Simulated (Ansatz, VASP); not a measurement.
# H18C8N4O5 in VASP and in Ansatz

```
H C N O
1.0
     5.15975   -2.44378    0.01674
     5.15975    2.44378    0.01674
    -0.18433    0.00000   11.50075
H C N O
18 8 4 5
Direct
  0.75768 0.33037 0.76739
  0.66963 0.24232 0.23261
  0.92869 0.03181 0.60253
  0.96819 0.07131 0.39747
  0.08817 0.17737 0.94540
  0.82263 0.91183 0.05460
  0.38464 0.92643 0.86558
  0.07357 0.61536 0.13442
  0.16294 0.30026 0.82776
  0.69974 0.83706 0.17224
  0.43096 0.83259 0.52943
  0.16741 0.56904 0.47057
  0.54866 0.85293 0.67029
  0.14707 0.45134 0.32971
  0.25288 0.19069 0.59702
  0.80931 0.74712 0.40298
  0.63520 0.48398 0.04093
  0.51602 0.36480 0.95907
  0.91352 0.89395 0.82853
  0.10605 0.08648 0.17147
  0.97172 0.10111 0.77968
  0.89889 0.02828 0.22032
  0.11760 0.94239 0.66434
  0.05761 0.88240 0.33566
  0.35159 0.95494 0.61270
  0.04506 0.64841 0.38730
  0.07193 0.63302 0.77298
  0.36698 0.92807 0.22702
  0.16459 0.12381 0.85870
  0.87619 0.83541 0.14130
  0.25573 0.62792 0.68662
  0.37208 0.74427 0.31338
  0.72828 0.97138 0.91108
  0.02862 0.27172 0.08892
  0.44916 0.55084 0.00000
```

Alike in both runs: functional PBE; dispersion D3(BJ); k mesh 4 × 4 × 2; occupations gaussian, width 0.02 eV; no spin polarisation.

Ansatz relaxed the structure, and its values are those at the end. VASP's run is a single point on that final structure, the one shown.

|  | VASP | Ansatz |
| --- | --- | --- |
| version | VASP 6.6.1 | Ansatz 0.2.0 |
| potentials or method | VASP PAW PBE potentials, release 64 (H, C, N, O), cutoff 520 eV | scalar-relativistic, plane waves, PAW |
| valence electrons in the cell | 100 | 100 |

```csv
,VASP,Ansatz,Ansatz less VASP
gap on the k mesh at the Fermi level (eV),3.69,3.69,+0.002
least direct gap on the mesh (eV),3.78,3.78,+0.002
pressure (GPa),0.2,0.0,-0.21
rms of the force components (eV/Å),0.065,0.003,-0.0618
```
